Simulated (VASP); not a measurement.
# Mg (Fm-3m) in VASP: settings compared, part 2 of 2

VASP 6.6.1. The steps go on from the part before.

**4. Single point, RPBE+D3(BJ) (volume scaled by 1.06)**

INCAR reads:

```
PREC     = Accurate       # precision mode
ENCUT    = 520            # plane-wave cutoff, eV
EDIFF    = 1E-7           # SCF threshold, eV
ISMEAR   = 0              # smearing method
SIGMA    = 0.15           # smearing width, eV
LREAL    = F              # projectors in reciprocal space
LASPH    = T              # aspherical terms in the spheres
NELM     = 100            # most SCF steps
ALGO     = Normal         # electronic algorithm
ISIF     = 2              # what is computed and relaxed
LWAVE    = F              # write WAVECAR
LCHARG   = F              # write CHGCAR
GGA      = RP             # functional
IVDW     = 12             # dispersion correction
NBANDS   = 7              # bands
```

KPOINTS reads:

```
Automatic mesh
0
Gamma
  10 10 10
```

POSCAR reads:

```
Mg
1.0
    0.0000000000      2.2882721944      2.2882721944
    2.2882721944      0.0000000000      2.2882721944
    2.2882721944      2.2882721944      0.0000000000
Mg
1
Direct
    0.0000000000      0.0000000000      0.0000000000
```

Potentials or basis: VASP PAW PBE potentials, release 64 (Mg).

The run is started by

```console
$ cat potpaw_PBE.64/Mg/POTCAR > POTCAR
$ mpirun -np 1 vasp_std > vasp.out
```

OUTCAR:

```text
PREC = Accurate
   ENCUT = 520
   EDIFF = 1E-7
   ISMEAR = 0
   LREAL = F
   LASPH = T
   NELM = 100
   ISIF = 2
   GGA = RP
   IVDW = 12
 IVDW          = 12

 ion  position               nearest neighbor table
   1  0.000  0.000  0.000-

  LATTYP: Found a face centered cubic cell.
 ALAT       =     4.5765443888

  Lattice vectors:

 A1 = (   0.0000000000,   2.2882721944,   2.2882721944)
 A2 = (   2.2882721944,   0.0000000000,   2.2882721944)
 A3 = (   2.2882721944,   2.2882721944,   0.0000000000)

Analysis of symmetry for initial positions (statically):
=====================================================================
 Subroutine PRICEL returns:
 Original cell was already a primitive cell.

 Routine SETGRP: Setting up the symmetry group for a
 face centered cubic supercell.

 Subroutine GETGRP returns: Found 48 space group operations
 (whereof 48 operations were pure point group operations)
 out of a pool of 48 trial point group operations.

The static configuration has the point symmetry O_h .

Analysis of symmetry for dynamics (positions and initial velocities):
=====================================================================
 Subroutine PRICEL returns:
 Original cell was already a primitive cell.

 Routine SETGRP: Setting up the symmetry group for a
 face centered cubic supercell.

 Subroutine GETGRP returns: Found 48 space group operations
 (whereof 48 operations were pure point group operations)
 out of a pool of 48 trial point group operations.

The dynamic configuration has the point symmetry O_h .

 Subroutine INISYM returns: Found 48 space group operations
 (whereof 48 operations are pure point group operations),
 and found     1 'primitive' translations

----------------------------------------------------------------------------------------

                                     Primitive cell

  volume of cell :      23.9637

  direct lattice vectors                    reciprocal lattice vectors
     0.000000000  2.288272194  2.288272194    -0.218505474  0.218505474  0.218505474
     2.288272194  0.000000000  2.288272194     0.218505474 -0.218505474  0.218505474
     2.288272194  2.288272194  0.000000000     0.218505474  0.218505474 -0.218505474

  length of vectors
     3.236105572  3.236105572  3.236105572     0.378462582  0.378462582  0.378462582

  position of ions in fractional coordinates (direct lattice)
     0.000000000  0.000000000  0.000000000

  ion indices of the primitive-cell ions
   primitive index   ion index
                 1           1

----------------------------------------------------------------------------------------

 KPOINTS: Automatic mesh

Automatic generation of k-mesh.
 Grid dimensions read from file:
 generate k-points for:   10   10   10

 Generating k-lattice:

  Cartesian coordinates                     Fractional coordinates (reciprocal lattice)
    -0.021850547  0.021850547  0.021850547     0.100000000  0.000000000  0.000000000
     0.021850547 -0.021850547  0.021850547     0.000000000  0.100000000  0.000000000
     0.021850547  0.021850547 -0.021850547     0.000000000  0.000000000  0.100000000

  Length of vectors
     0.037846258  0.037846258  0.037846258

  Shift w.r.t. Gamma in fractional coordinates (k-lattice)
     0.000000000  0.000000000  0.000000000

 Subroutine IBZKPT returns following result:
 ===========================================

 Found     47 irreducible k-points:

 Following reciprocal coordinates:
            Coordinates               Weight
  0.000000  0.000000  0.000000      1.000000
  0.100000  0.000000  0.000000      8.000000
  0.200000  0.000000  0.000000      8.000000
  0.300000  0.000000  0.000000      8.000000
  0.400000  0.000000  0.000000      8.000000
  0.500000  0.000000  0.000000      4.000000
[... 16 lines left out ...]
  0.300000  0.300000  0.000000      6.000000
  0.400000  0.300000  0.000000     24.000000
 [... further k-points ...]
   k-points           NKPTS =     47   k-points in BZ     NKDIM =     47   number of bands    NBANDS=      7
   number of dos      NEDOS =    301   number of ions     NIONS =      1
   total plane-waves  NPLWV =  13824
   dimension x,y,z NGX =    24 NGY =   24 NGZ =   24
   dimension x,y,z NGXF=    48 NGYF=   48 NGZF=   48
   ions per type =               1
   NGX,Y,Z   is equivalent  to a cutoff of  12.33, 12.33, 12.33 a.u.
   NGXF,Y,Z  is equivalent  to a cutoff of  24.66, 24.66, 24.66 a.u.
 SYSTEM =  unknown system
   PREC   = accura    normal or accurate (medium, high low for compatibility)
   ISTART =      0    job   : 0-new  1-cont  2-samecut
   ICHARG =      2    charge: 1-file 2-atom 10-const
   ISPIN  =      1    spin polarized calculation?
   LNONCOLLINEAR =      F non collinear calculations
   LSORBIT =      F    spin-orbit coupling
   LASPH  =      T    aspherical Exc in radial PAW
   ENCUT  =  520.0 eV  38.22 Ry    6.18 a.u.   6.02  6.02  6.02*2*pi/ulx,y,z
   NELM   =    100;   NELMIN=  2; NELMDL= -5     # of ELM steps
   EDIFF  = 0.1E-06   stopping-criterion for ELM
   LREAL  =      F    real-space projection
   EDIFFG = 0.1E-05   stopping-criterion for IOM
   NSW    =      0    number of steps for IOM
   IBRION =     -1    ionic relax: 0-MD 1-quasi-New 2-CG
   NFREE  =      0    steps in history (QN), initial steepest desc. (CG)
   ISIF   =      2    stress and relaxation
   ISYM   =      2    0-nonsym 1-usesym 2-fastsym
   POTIM  = 0.5000    time-step for ionic-motion
   TEBEG  =    0.0;   TEEND  =   0.0 temperature during run
   PSTRESS=    0.0 pullay stress
   NELECT =       2.0000    total number of electrons
   NUPDOWN=      -1.0000    fix difference up-down
   EMIN   =  10.00;   EMAX   =-10.00  energy-range for DOS
   EFERMI =   0.00;   METHOD = LEGACY
   ISMEAR =     0;   SIGMA  =   0.15  broadening in eV -4-tet -1-fermi 0-gaus
   EFERMI_NEDOS =   21; number of points for ismear=-14 and -15
   IALGO  =     38    algorithm
   IMIX   =      4    mixing-type and parameters
     AMIX     =   0.40;   BMIX     =  1.00
     AMIX_MAG =   1.60;   BMIX_MAG =  1.00
  volume/ion in A,a.u.               =      23.96       161.71
  Fermi-wavevector in a.u.,A,eV,Ry     =   0.715430  1.351967  6.964007  0.511840
  Thomas-Fermi vector in A             =   1.803589
   LORBIT       =      0    0 simple, 1 ext, 2 COOP (PROOUT), +10 PAW based schemes
   GGA     = RP    functional components
   LHFCALC =     F    Hartree Fock is set to
   AEXX    =    0.0000 exact exchange contribution
   IVDW    =    12    specifies the selected vdW correction
   LEPSILON=     F    determine dielectric tensor
   LRPA    =     F    only Hartree local field effects (RPA)
 non-spin polarized calculation
 Gauss-broadening in eV      SIGMA  =   0.15
  energy-cutoff  :      520.00
  volume of cell :       23.96
 maximum number of plane-waves:       659
   NGX = 13   NGY = 13   NGZ = 13

 number of electron       2.0000000 magnetization

 Free energy of the ion-electron system (eV)
  ---------------------------------------------------
  ext. energy  EPLUGINS =         0.00000000
  ---------------------------------------------------
  free energy    TOTEN  =        -1.33163130 eV

  energy without entropy =       -1.32570856  energy(sigma->0) =       -1.32866993

 E-fermi :   2.5813     XC(G=0):  -8.2638

 val. band max:        2.5506918561   @ k =  -0.4000   0.5000   0.1000
 cond. band min:       2.6757330340   @ k =  -0.3000   0.4000   0.1000
 fundamental gap:      0.1250411778
 Fermi energy:         2.5813454349

 k-point     1 :       0.0000    0.0000    0.0000
  band No.  band energies     occupation
      1      -4.2303      2.00000
      2      14.6211      0.00000
      3      14.6211      0.00000
      4      14.6211      0.00000
      5      16.4083      0.00000
      6      16.4083      0.00000
      7      16.4083      0.00000
[... 221 lines left out ...]
 k-point    24 :       0.4000    0.3000    0.0000
  band No.  band energies     occupation
      1      -0.6242      2.00000
      2       7.2218      0.00000
      3       7.7284      0.00000
      4       9.9304      0.00000
      5      10.7249      0.00000
      6      13.8290      0.00000
      7      22.1938      0.00000

 [... further k-points ...]

------------------------ aborting loop because EDIFF is reached ----------------------------------------

 Edisp (eV)   -1.19038

 E8    (eV) :    -0.7556

  FORCE on cell =-STRESS in cart. coord.  units (eV):
  Direction    XX          YY          ZZ          XY          YZ          ZX
  --------------------------------------------------------------------------------------
  -------------------------------------------------------------------------------------
  Total      -1.97654    -1.97654    -1.97654     0.00000     0.00000     0.00000
  in kB    -132.14900  -132.14900  -132.14900     0.00000     0.00000     0.00000
  external pressure =     -132.15 kB  Pullay stress =        0.00 kB

 VOLUME and BASIS-vectors are now :
 -----------------------------------------------------------------------------
  energy-cutoff  :      520.00
  volume of cell :       23.96
      direct lattice vectors                 reciprocal lattice vectors
     0.000000000  2.288272194  2.288272194    -0.218505474  0.218505474  0.218505474
     2.288272194  0.000000000  2.288272194     0.218505474 -0.218505474  0.218505474
     2.288272194  2.288272194  0.000000000     0.218505474  0.218505474 -0.218505474

 POSITION                                       TOTAL-FORCE (eV/Angst)
 -----------------------------------------------------------------------------------
      0.00000      0.00000      0.00000        -0.000000      0.000000     -0.000000
 -----------------------------------------------------------------------------------
    total drift:                                0.000000     -0.000000     -0.000000

  FREE ENERGIE OF THE ION-ELECTRON SYSTEM (eV)
  ---------------------------------------------------
  free  energy   TOTEN  =        -2.5220105089 eV

  energy  without entropy=       -2.5160877625  energy(sigma->0) =       -2.51904914
```

Run time: 17 s. Hardware: 1 thread of AMD EPYC 7R13, shared host; peak memory 0.12 GiB.

Results:

```yaml
Free_energy: -2.5220 eV
Pressure: -13.2 GPa
Band_gap_on_the_k_mesh: zero (band 1 reaches 3.33 eV, above the bottom of band 2 at 1.25 eV)
Dispersion_energy_per_atom: -1.190 eV
```

Levels at points of the mesh, in eV from the Fermi level:
```csv
k point,band 1,band 2,band 3,band 4
"(0.00, 0.00, 0.00)",-6.81,12.04,12.04,12.04
"(0.50, 0.00, 0.00)",-1.73,-1.33,10.97,10.97
"(0.50, 0.50, 0.00)",-0.29,0.71,5.91,6.68
```

Caveat: the cell differs from its parent crystal (volume scaled by 1.06); the PAW data sets were made with another functional, which shifts forces and pressure a little; pairwise dispersion overbinds metals, which lowers pressure and volume.

**5. Single point, revPBE+D3(BJ), non-collinear spin, zero start, spin-orbit coupling**

This run uses another cell than the first one, of 22.61 Å³/atom, 0.980 times its volume.

INCAR reads:

```
SYSTEM = Mg
  ALGO = Fast
  EDIFF = 1E-6
  ENCUT = 520
  GGA = RE
  GGA_COMPAT = .FALSE.
  ISIF = 2
  ISMEAR = 1
  IVDW = 12
  LASPH = .TRUE.
  LCHARG = .FALSE.
  LORBIT = 11
  LORBMOM = .TRUE.
  LREAL = .FALSE.
  LSORBIT = .TRUE.
  LWAVE = .FALSE.
  MAGMOM = 0 0 0
  NBANDS = 13
  NELM = 150
  PREC = Accurate
  SIGMA = 0.1
```

KPOINTS reads:

```
k-points
0
G
  10 10 10
  0 0 0
```

POSCAR reads:

```
Mg
1.0
    0.0000000000      2.2442560000      2.2442560000
    2.2442560000      0.0000000000      2.2442560000
    2.2442560000      2.2442560000      0.0000000000
Mg
1
Direct
    0.0000000000      0.0000000000      0.0000000000
```

The run is started by

```console
$ cat potpaw_PBE.64/Mg/POTCAR > POTCAR
$ mpirun -np 1 vasp_ncl > vasp.out
```

Run time: 19 s. Hardware: 1 thread of Intel Xeon Platinum 8375C at 2.90GHz (Ice Lake), shared host; peak memory 0.21 GiB.

It converged, with:

| Quantity | Value |
| --- | --- |
| Free energy | -1.8945 eV |
| Pressure | -2.2 GPa |
| Net moment | 0.00 μB per cell |
| Valence electrons inside the program's atomic spheres | Mg 0.35 |
| Dispersion energy per atom | -0.551 eV |

Moments on the atoms (μB; x, y, z):
```
Mg  0.00 0.00 0.00
```

Caveat: the PAW data sets were made with another functional, which shifts forces and pressure a little.

**6. Summary**

```csv
level,spin,cell,smearing,gap on the mesh (eV),pressure (GPa)
RPBE+D3(BJ),off,"a = 3.195 Å, angles 60.0°, 1 atom",gaussian 0.15 eV,none,-12.8
RPBE+D3(BJ),off,"a = 3.216 Å, angles 60.0°, 1 atom",gaussian 0.15 eV,none,-13.0
RPBE+D3(BJ),off,"a = 3.236 Å, angles 60.0°, 1 atom",gaussian 0.15 eV,none,-13.2
revPBE+D3(BJ),"non-collinear, zero start, SOC","a = 3.174 Å, angles 60.0°, 1 atom",methfessel-paxton 0.1 eV,-,-2.2
```

Alike in all rows: task single point; potentials or basis VASP PAW PBE potentials, release 64 (Mg); k mesh 10 × 10 × 10; cutoff (eV) 520.

Caveats: the PAW data sets were made with another functional, which shifts forces and pressure a little; pairwise dispersion overbinds metals, which lowers pressure and volume (some runs).

Total energies depend on the potentials used, so only differences within one code and one set of settings carry meaning.
